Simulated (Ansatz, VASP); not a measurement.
# Two plane-wave programs on Bi2Se3

File INCAR:

```
PREC     = Accurate       # precision mode
ENCUT    = 520            # plane-wave cutoff, eV
EDIFF    = 1E-6           # SCF threshold, eV
ISMEAR   = -1             # smearing method
SIGMA    = 0.05           # smearing width, eV
LREAL    = F              # projectors in reciprocal space
LASPH    = T              # aspherical terms in the spheres
NELM     = 60             # most SCF steps
ALGO     = Normal         # electronic algorithm
ISIF     = 2              # what is computed and relaxed
LWAVE    = F              # write WAVECAR
LCHARG   = F              # write CHGCAR
GGA      = PE             # functional
ALDAC    = 0.0          
AGGAC    = 0.0          
NBANDS   = 32             # bands
```

Contents of KPOINTS:

```
Automatic mesh
0
Gamma
  8 8 8
```

File POSCAR:

```
Bi2Se3
1.0
    2.0575968965      1.1879541221      9.4812687632
   -2.0575968965      1.1879541221      9.4812687632
    0.0000000000     -2.3759082442      9.4812687632
Bi Se
2 3
Direct
    0.5992000000      0.5992000000      0.5992000000
    0.4008000000      0.4008000000      0.4008000000
    0.7883000000      0.7883000000      0.7883000000
    0.2117000000      0.2117000000      0.2117000000
    0.0000000000      0.0000000000      0.0000000000
```

Contents of input.yaml:

```yaml
crystal:
  lattice:
    - [2.0575968965, 1.1879541221, 9.4812687632]
    - [-2.0575968965, 1.1879541221, 9.4812687632]
    - [0.0, -2.3759082442, 9.4812687632]
  atoms:
    - { symbol: Bi, position: [0.5992, 0.5992, 0.5992] }
    - { symbol: Bi, position: [0.4008, 0.4008, 0.4008] }
    - { symbol: Se, position: [0.7883, 0.7883, 0.7883] }
    - { symbol: Se, position: [0.2117, 0.2117, 0.2117] }
    - { symbol: Se, position: [0.0, 0.0, 0.0] }
hamiltonian:
  xc: { exchange: pbe, correlation: none }
  pseudopotentials: { kind: paw }
kpoints:
  mp_grid: { grid: [8, 8, 8] }
scf:
  occupations: { method: fermi_dirac, width: 0.05 }
output:
  forces: true
  stress: true
  eigenvalues: true
```

Alike in both runs: task single point; functional PBE exchange alone; k mesh 8 × 8 × 8; occupations fermi-dirac, width 0.05 eV; no spin polarisation.

|  | VASP | Ansatz |
| --- | --- | --- |
| version | VASP 6.6.1 | Ansatz 0.2.0 |
| potentials or method | VASP PAW PBE potentials, release 64 (Bi_d, Se) | Ansatz PAW |
| plane-wave cutoff (eV) | 520 | 420 |
| valence electrons in the cell | 48 | 78 |

VASP gave:

```
gap on the k mesh at the Fermi level (eV)                     : 0.28
least direct gap on the mesh (eV)                             : 0.28
pressure (GPa)                                                : 13.8
traceless stress, the component that is largest in VASP (GPa) : -0.26
rms of the force components (eV/Å)                            : 0.309
```

Task: What did Ansatz give for the same quantities?

Result: gap on the k mesh at the Fermi level (eV): 0.28; least direct gap on the mesh (eV): 0.28; pressure (GPa): 13.7; traceless stress, the component that is largest in VASP (GPa): -0.26; rms of the force components (eV/Å): 0.300.

VASP's potentials were made for PBE, not for PBE exchange alone. Atom by atom the forces differ by 0.009 eV/Å (rms over components). The functional is the same, so the differences come from potentials, cutoffs and numerics. VASP's potentials hold 48 valence electrons a cell and Ansatz's 78, so a difference there can come from the potentials and not from the codes.

Spin-orbit coupling is off throughout.
